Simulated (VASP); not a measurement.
# Si29C3 (P1) in VASP: relaxation of volume and atoms at fixed shape with PBEsol

Aim: the relaxation of volume and atoms at fixed shape of Si29C3 with PBEsol.

Program: VASP 6.6.1. These are calculated values, not measurements. Logs are shortened: lines on timing, memory, paths and dates and some standing lists are left out, and cuts for length are marked.

## (1) The cell of the first run

The typed cell holds 64 atoms: a = 10.527 Å, b = 10.527 Å, c = 10.527 Å, α = 90.00°, β = 90.00°, γ = 90.00°.

## (2) Relaxation of volume and atoms at fixed shape, PBEsol

File INCAR:

```
SYSTEM = Si29C3
PREC = Accurate
ENCUT = 600
EDIFF = 1E-6
ISMEAR = -1
SIGMA = 0.05
LREAL = Auto
LASPH = .TRUE.
NELM = 60
ALGO = Normal
ISIF = 8
LWAVE = .FALSE.
LCHARG = .FALSE.
GGA = PS
IBRION = 2
NSW = 100
EDIFFG = -0.03
```

File KPOINTS:

```
Automatic mesh
0
Gamma
  1 1 1
  0.5 0.5 0.5
```

File POSCAR:

```
Si29C3
1.0
   10.5273610000      0.0000000000      0.0000000000
    0.0000000000     10.5273610000      0.0000000000
    0.0000000000      0.0000000000     10.5273610000
Si C
58 6
Direct
    0.0010080000      0.0000830000      0.0028640000
    0.0046810000      0.4991950000      0.9975910000
    0.0008680000      0.4982130000      0.4992620000
    0.5003980000      0.9996530000      0.0016680000
    0.4994240000      0.0017440000      0.5020010000
    0.5005390000      0.5003830000      0.9989190000
    0.4983500000      0.4998060000      0.4979730000
    0.1246690000      0.1260560000      0.6238840000
    0.1294430000      0.6245650000      0.1244070000
    0.1246970000      0.6262540000      0.6220160000
    0.6249140000      0.1263160000      0.1251480000
    0.6219380000      0.1261050000      0.6259080000
    0.6244250000      0.6244270000      0.1275670000
    0.6249170000      0.6253100000      0.6239130000
    0.2509830000      0.2495080000      0.9985470000
    0.2460830000      0.2510560000      0.5009760000
    0.2522200000      0.7495000000      0.9977920000
    0.7514430000      0.2526240000      0.9991220000
    0.7532580000      0.2529750000      0.4980820000
    0.7506560000      0.7489960000      0.0013170000
    0.7488630000      0.7477080000      0.5020140000
    0.3748430000      0.3733120000      0.1222750000
    0.3757120000      0.3762300000      0.6254630000
    0.3742400000      0.8738350000      0.1249160000
    0.3730520000      0.8734390000      0.6256650000
    0.8745610000      0.3766950000      0.6246850000
    0.8778310000      0.8739070000      0.1239400000
    0.8759040000      0.8735570000      0.6237240000
    0.2514780000      0.0014210000      0.2484940000
    0.2511920000      0.9995580000      0.7474480000
    0.2533990000      0.4971490000      0.2475990000
    0.2494700000      0.4985130000      0.7487030000
    0.7502710000      0.9984580000      0.2501310000
    0.7496140000      0.9983370000      0.7483560000
    0.7520090000      0.5024590000      0.2519060000
    0.7516020000      0.5016030000      0.7514520000
    0.3714600000      0.1223500000      0.3718110000
    0.3729530000      0.1251700000      0.8724910000
    0.3745020000      0.6208410000      0.3732240000
    0.3769830000      0.6275780000      0.8759360000
    0.8772010000      0.1261080000      0.3772560000
    0.8760250000      0.1238220000      0.8742600000
    0.8781580000      0.6230450000      0.3740760000
    0.8741770000      0.6252790000      0.8764920000
    0.9999790000      0.2486420000      0.2485920000
    0.9980800000      0.2489600000      0.7513830000
    0.0001330000      0.7540760000      0.2480470000
    0.0029030000      0.7482910000      0.7493450000
    0.4958600000      0.2505990000      0.2495080000
    0.5010080000      0.2506740000      0.7518660000
    0.4991780000      0.7490780000      0.2497990000
    0.5004320000      0.7506200000      0.7515310000
    0.1226230000      0.3727440000      0.8772110000
    0.1254520000      0.8758650000      0.3759510000
    0.1257580000      0.8708160000      0.8755210000
    0.6268270000      0.3752790000      0.8788940000
    0.6266700000      0.8765470000      0.3762280000
    0.6243350000      0.8757830000      0.8754460000
    0.9972900000      0.0006890000      0.5004690000
    0.1274370000      0.1222220000      0.1243360000
    0.2469750000      0.7483850000      0.4990810000
    0.8721830000      0.3762810000      0.1255160000
    0.1222740000      0.3721700000      0.3764860000
    0.6272180000      0.3736860000      0.3764840000
```

Potentials or basis: VASP PAW PBE potentials, release 64 (Si, C).

The run is started by

```console
> cat potpaw_PBE.64/Si/POTCAR potpaw_PBE.64/C/POTCAR > POTCAR
> mpirun -np 1 vasp_std > vasp.out
```

OUTCAR:

```text
SYSTEM = Si29C3
   PREC = Accurate
   ENCUT = 600
   EDIFF = 1E-6
   ISMEAR = -1
   LREAL = Auto
   LASPH = .TRUE.
   NELM = 60
   ISIF = 8
   GGA = PS
   IBRION = 2
   NSW = 100
   EDIFFG = -0.03

 ion  position               nearest neighbor table
   1  0.001  0.000  0.003-  60 2.25  27 2.25  42 2.29  55 2.32
   2  0.005  0.499  0.998-  53 2.22   9 2.29  44 2.30  62 2.33
   3  0.001  0.498  0.499-  63 2.25  43 2.27  26 2.27  10 2.28
   4  0.500  1.000  0.002-  58 2.27  11 2.28  24 2.28  38 2.32
   5  0.499  0.002  0.502-  12 2.25  57 2.30  25 2.30  37 2.30
   6  0.501  0.500  0.999-  56 2.26  40 2.27  22 2.29  13 2.29
[... 56 lines left out ...]
  63  0.122  0.372  0.376-  16 2.25   3 2.25  45 2.27  31 2.34
  64  0.627  0.374  0.376-  19 2.24   7 2.29  35 2.30  49 2.32

  LATTYP: Found a simple cubic cell.
 ALAT       =    10.5273610000

  Lattice vectors:

 A1 = (  10.5273610000,   0.0000000000,   0.0000000000)
 A2 = (   0.0000000000,  10.5273610000,   0.0000000000)
 A3 = (   0.0000000000,   0.0000000000,  10.5273610000)

Analysis of symmetry for initial positions (statically):
=====================================================================
 Subroutine PRICEL returns:
 Original cell was already a primitive cell.

 Routine SETGRP: Setting up the symmetry group for a
 simple cubic supercell.

 Subroutine GETGRP returns: Found  1 space group operations
 (whereof  1 operations were pure point group operations)
 out of a pool of 48 trial point group operations.

The static configuration has the point symmetry C_1 .

Analysis of symmetry for dynamics (positions and initial velocities):
=====================================================================
 Subroutine PRICEL returns:
 Original cell was already a primitive cell.

 Routine SETGRP: Setting up the symmetry group for a
 simple cubic supercell.

 Subroutine GETGRP returns: Found  1 space group operations
 (whereof  1 operations were pure point group operations)
 out of a pool of 48 trial point group operations.

The dynamic configuration has the point symmetry C_1 .

 Subroutine INISYM returns: Found  1 space group operations
 (whereof  1 operations are pure point group operations),
 and found     1 'primitive' translations

----------------------------------------------------------------------------------------

                                     Primitive cell

  volume of cell :    1166.6983

  direct lattice vectors                    reciprocal lattice vectors
    10.527361000  0.000000000  0.000000000     0.094990568  0.000000000  0.000000000
     0.000000000 10.527361000  0.000000000     0.000000000  0.094990568  0.000000000
     0.000000000  0.000000000 10.527361000     0.000000000  0.000000000  0.094990568

  length of vectors
    10.527361000 10.527361000 10.527361000     0.094990568  0.094990568  0.094990568

  position of ions in fractional coordinates (direct lattice)
     0.001008000  0.000083000  0.002864000
     0.004681000  0.499195000  0.997591000
     0.000868000  0.498213000  0.499262000
     0.500398000  0.999653000  0.001668000
     0.499424000  0.001744000  0.502001000
     0.500539000  0.500383000  0.998919000
[... 56 lines left out ...]
     0.122274000  0.372170000  0.376486000
     0.627218000  0.373686000  0.376484000

  ion indices of the primitive-cell ions
   primitive index   ion index
                 1           1
                 2           2
                 3           3
                 4           4
                 5           5
                 6           6
[... 56 lines left out ...]
                63          63
                64          64

----------------------------------------------------------------------------------------

 KPOINTS: Automatic mesh

Automatic generation of k-mesh.
 Grid dimensions read from file:
 generate k-points for:    1    1    1

 Generating k-lattice:

  Cartesian coordinates                     Fractional coordinates (reciprocal lattice)
     0.094990568  0.000000000  0.000000000     1.000000000  0.000000000  0.000000000
     0.000000000  0.094990568  0.000000000     0.000000000  1.000000000  0.000000000
     0.000000000  0.000000000  0.094990568     0.000000000  0.000000000  1.000000000

  Length of vectors
     0.094990568  0.094990568  0.094990568

  Shift w.r.t. Gamma in fractional coordinates (k-lattice)
     0.500000000  0.500000000  0.500000000

 Subroutine IBZKPT returns following result:
 ===========================================

 Found      1 irreducible k-points:

 Following reciprocal coordinates:
            Coordinates               Weight
  0.500000  0.500000  0.500000      1.000000
   k-points           NKPTS =      1   k-points in BZ     NKDIM =      1   number of bands    NBANDS=    161
   number of dos      NEDOS =    301   number of ions     NIONS =     64
   total plane-waves  NPLWV = 592704
   dimension x,y,z NGX =    84 NGY =   84 NGZ =   84
   dimension x,y,z NGXF=   168 NGYF=  168 NGZF=  168
   ions per type =              58   6
   NGX,Y,Z   is equivalent  to a cutoff of  13.27, 13.27, 13.27 a.u.
   NGXF,Y,Z  is equivalent  to a cutoff of  26.53, 26.53, 26.53 a.u.
 SYSTEM =  Si29C3
   PREC   = accura    normal or accurate (medium, high low for compatibility)
   ISTART =      0    job   : 0-new  1-cont  2-samecut
   ICHARG =      2    charge: 1-file 2-atom 10-const
   ISPIN  =      1    spin polarized calculation?
   LNONCOLLINEAR =      F non collinear calculations
   LSORBIT =      F    spin-orbit coupling
   LASPH  =      T    aspherical Exc in radial PAW
   ENCUT  =  600.0 eV  44.10 Ry    6.64 a.u.  21.03 21.03 21.03*2*pi/ulx,y,z
   NELM   =     60;   NELMIN=  2; NELMDL= -5     # of ELM steps
   EDIFF  = 0.1E-05   stopping-criterion for ELM
   LREAL  =      T    real-space projection
   EDIFFG = -.3E-01   stopping-criterion for IOM
   NSW    =    100    number of steps for IOM
   IBRION =      2    ionic relax: 0-MD 1-quasi-New 2-CG
   NFREE  =      1    steps in history (QN), initial steepest desc. (CG)
   ISIF   =      8    stress and relaxation
   ISYM   =      2    0-nonsym 1-usesym 2-fastsym
   POTIM  = 0.5000    time-step for ionic-motion
   TEBEG  =    0.0;   TEEND  =   0.0 temperature during run
   PSTRESS=    0.0 pullay stress
   NELECT =     256.0000    total number of electrons
   NUPDOWN=      -1.0000    fix difference up-down
   EMIN   =  10.00;   EMAX   =-10.00  energy-range for DOS
   EFERMI =   0.00;   METHOD = LEGACY
   ISMEAR =    -1;   SIGMA  =   0.05  broadening in eV -4-tet -1-fermi 0-gaus
   EFERMI_NEDOS =   21; number of points for ismear=-14 and -15
   IALGO  =     38    algorithm
   IMIX   =      4    mixing-type and parameters
     AMIX     =   0.40;   BMIX     =  1.00
     AMIX_MAG =   1.60;   BMIX_MAG =  1.00
  volume/ion in A,a.u.               =      18.23       123.02
  Fermi-wavevector in a.u.,A,eV,Ry     =   0.987420  1.865953 13.265660  0.974998
  Thomas-Fermi vector in A             =   2.118873
   LORBIT       =      0    0 simple, 1 ext, 2 COOP (PROOUT), +10 PAW based schemes
   GGA     = PS    functional components
   LHFCALC =     F    Hartree Fock is set to
   AEXX    =    0.0000 exact exchange contribution
   IVDW    =     0    specifies the selected vdW correction
   LEPSILON=     F    determine dielectric tensor
   LRPA    =     F    only Hartree local field effects (RPA)
 conjugate gradient relaxation of ions
 non-spin polarized calculation
  energy-cutoff  :      600.00
  volume of cell :     1166.70
 maximum number of plane-waves:     39024
 NGX is ok and might be reduce to    84
   NGX = 43   NGY = 43   NGZ = 43

--------------------------------------- Ionic step        1  -------------------------------------------

 number of electron     256.0000003 magnetization

 Free energy of the ion-electron system (eV)
  ---------------------------------------------------
  ext. energy  EPLUGINS =         0.00000000
  ---------------------------------------------------
  free energy    TOTEN  =      -366.46968047 eV

  energy without entropy =     -366.46964523  energy(sigma->0) =     -366.46966285

------------------------ aborting loop because EDIFF is reached ----------------------------------------

  FORCE on cell =-STRESS in cart. coord.  units (eV):
  Direction    XX          YY          ZZ          XY          YZ          ZX
  --------------------------------------------------------------------------------------
  -------------------------------------------------------------------------------------
  Total       18.3319796     18.4382527     18.6385185      0.1043153      1.7417085     -0.1550342
  in kB       25.1745317     25.3204721     25.5954886      0.1432518      2.3918146     -0.2129019
  external PRESSURE =      25.3634975 kB  Pullay stress =       0.0000000 kB
[... 275 lines left out ...]
  FREE ENERGIE OF THE ION-ELECTRON SYSTEM (eV)
  ---------------------------------------------------
  free  energy   TOTEN  =      -373.8504898908 eV

  energy  without entropy=     -373.8497404103  energy(sigma->0) =     -373.85011515

[... ionic steps 4 to 21 ...]

--------------------------------------- Ionic step       22  -------------------------------------------

 number of electron     256.0000002 magnetization

------------------------ aborting loop because EDIFF is reached ----------------------------------------
[... 191 lines left out ...]
--------------------------------------- Ionic step       24  -------------------------------------------

 number of electron     256.0000002 magnetization

 Free energy of the ion-electron system (eV)
  ---------------------------------------------------
  ext. energy  EPLUGINS =         0.00000000
  ---------------------------------------------------
  free energy    TOTEN  =      -378.66393836 eV

  energy without entropy =     -378.65505616  energy(sigma->0) =     -378.65949726

 E-fermi :   6.4095     XC(G=0):  -9.8472

 val. band max:        6.1460968919   @ k =   0.5000   0.5000   0.5000
 cond. band min:       6.6572541116   @ k =   0.5000   0.5000   0.5000
 fundamental gap:      0.5111572197
 Fermi energy:         6.4094703274

 k-point     1 :       0.5000    0.5000    0.5000
  band No.  band energies     occupation
      1      -7.1212      2.00000
      2      -6.8377      2.00000
      3      -6.7008      2.00000
      4      -6.4256      2.00000
      5      -6.1886      2.00000
      6      -6.0255      2.00000
[... 132 lines left out ...]
    139       7.6916      0.00000
    140       7.7845      0.00000
 [bands above 140 left out]

------------------------ aborting loop because EDIFF is reached ----------------------------------------

  FORCE on cell =-STRESS in cart. coord.  units (eV):
  Direction    XX          YY          ZZ          XY          YZ          ZX
  --------------------------------------------------------------------------------------
  -------------------------------------------------------------------------------------
  Total       -0.4729209      0.5174009     -0.3717079      0.5218881     -0.0393763      0.8833773
  in kB       -0.6589261      0.7209006     -0.5179048      0.7271525     -0.0548634      1.2308195
  external PRESSURE =      -0.1519768 kB  Pullay stress =       0.0000000 kB
[... 79 lines left out ...]
  FREE ENERGIE OF THE ION-ELECTRON SYSTEM (eV)
  ---------------------------------------------------
  free  energy   TOTEN  =      -378.6639383576 eV

  energy  without entropy=     -378.6550561571  energy(sigma->0) =     -378.65949726

 reached required accuracy - stopping structural energy minimisation
```

Run time: 2.1 h. Hardware: 1 thread of Oxide Virtual Turin-like, shared host; peak memory 1.4 GiB.

What came out:

```
Free energy                           : -378.6639 eV
Relaxed volume                        : 17.97 Å³/atom
Relaxed cell                          : a = 10.477 Å, b = 10.477 Å, c = 10.477 Å, α = 90.00°, β = 90.00°, γ = 90.00°
Space group after relaxing (to 0.1 Å) : P1 (No. 1)
Energy gained by relaxing             : 190.5 meV/atom
Ionic steps                           : 24
Pressure after relaxing               : 0.0 GPa
Largest force after relaxing          : 0.019 eV/Å
```

Forces in eV/Å, atoms in the order of the input:
```
Si  -0.010  0.004  0.001
Si   0.011  0.006  0.000
Si  -0.011  0.006  0.000
Si   0.001 -0.006  0.002
Si  -0.002  0.009 -0.001
Si  -0.004  0.007  0.008
Si   0.002 -0.005  0.000
Si  -0.002 -0.001 -0.001
Si   0.008 -0.004  0.005
Si  -0.008 -0.003 -0.001
Si   0.010 -0.003  0.005
Si   0.007  0.007  0.002
Si  -0.013  0.000  0.005
Si   0.003 -0.009 -0.011
Si  -0.002 -0.001  0.001
Si   0.003  0.002 -0.005
Si   0.004  0.000  0.002
Si   0.008 -0.001  0.002
Si   0.006 -0.001 -0.014
Si   0.001  0.004 -0.004
Si  -0.009 -0.011 -0.004
Si  -0.002 -0.002  0.003
Si  -0.005 -0.005  0.004
Si  -0.003 -0.014  0.007
Si   0.001  0.007  0.004
Si   0.005 -0.002 -0.003
Si   0.002  0.012  0.014
Si  -0.004 -0.001 -0.010
Si   0.001 -0.006  0.004
Si   0.000 -0.010 -0.001
Si  -0.014 -0.003  0.005
Si   0.006  0.004  0.011
Si   0.005 -0.003 -0.002
Si  -0.006  0.002  0.003
Si  -0.001 -0.004  0.003
Si  -0.004 -0.009 -0.001
Si  -0.015  0.006 -0.007
Si   0.009  0.002 -0.006
Si   0.001  0.003  0.003
Si   0.001  0.013 -0.006
Si  -0.008  0.006 -0.002
Si   0.011  0.006 -0.007
Si   0.010 -0.007 -0.012
Si  -0.010  0.001 -0.002
Si   0.015 -0.001  0.003
Si   0.011  0.006  0.006
Si   0.003 -0.005 -0.009
Si  -0.005  0.004 -0.007
Si  -0.006  0.000 -0.008
Si   0.001  0.000 -0.001
Si   0.007  0.010  0.011
Si   0.007 -0.004 -0.016
Si   0.008  0.005  0.003
Si  -0.003  0.000 -0.006
Si  -0.006 -0.004  0.003
Si  -0.015 -0.002  0.012
Si  -0.001 -0.002  0.006
Si   0.008  0.002  0.008
C    0.003  0.002 -0.005
C   -0.002 -0.003  0.004
C   -0.010  0.002  0.003
C    0.000  0.000  0.000
C   -0.003 -0.001  0.009
C    0.005 -0.004 -0.006
```

Stress tensor (GPa, compression positive):
```
-0.07  0.07  0.12
 0.07  0.07 -0.01
 0.12 -0.01 -0.05
```

The path:
```csv
step,energy change (eV),largest force (eV/Å),pressure (GPa),volume (Å³)
1,0.0000,4.0851,2.54,1166.70
2,-6.9811,1.7035,-3.87,1216.11
3,-7.3808,1.7793,-5.22,1230.83
4,-10.5018,1.4666,1.40,1142.36
5,-10.5398,1.5002,0.64,1150.34
6,-11.6417,0.7617,0.44,1149.05
7,-11.6982,0.6881,0.43,1148.69
8,-12.0303,0.3615,-0.54,1157.04
9,-12.0403,0.3711,-0.73,1158.78
10,-12.1241,0.2115,0.46,1145.64
11,-12.1247,0.2142,0.36,1146.62
12,-12.1571,0.1608,0.00,1150.20
13,-12.1576,0.1930,-0.05,1150.74
14,-12.1710,0.1034,-0.07,1150.88
15,-12.1734,0.1118,-0.08,1150.98
16,-12.1819,0.0651,0.09,1149.08
17,-12.1827,0.0697,0.15,1148.30
18,-12.1888,0.0653,-0.07,1150.64
19,-12.1889,0.0657,-0.11,1150.99
20,-12.1920,0.0570,0.02,1149.62
21,-12.1920,0.0553,0.02,1149.64
22,-12.1934,0.0319,0.01,1149.70
23,-12.1935,0.0355,0.01,1149.71
24,-12.1943,0.0191,-0.02,1149.91
```

Levels at points of the mesh, in eV from the Fermi level:
| k point | band 125 | band 126 | band 127 | band 128 | band 129 | band 130 | band 131 | band 132 |
| --- | --- | --- | --- | --- | --- | --- | --- | --- |
| (0.50, 0.50, 0.50) | -0.48 | -0.41 | -0.33 | -0.26 | 0.25 | 0.66 | 0.78 | 0.94 |

Caveat: the k points lie up to 0.60 Å⁻¹ apart in the final cell; the PAW data sets were made with another functional, which shifts forces and pressure a little.
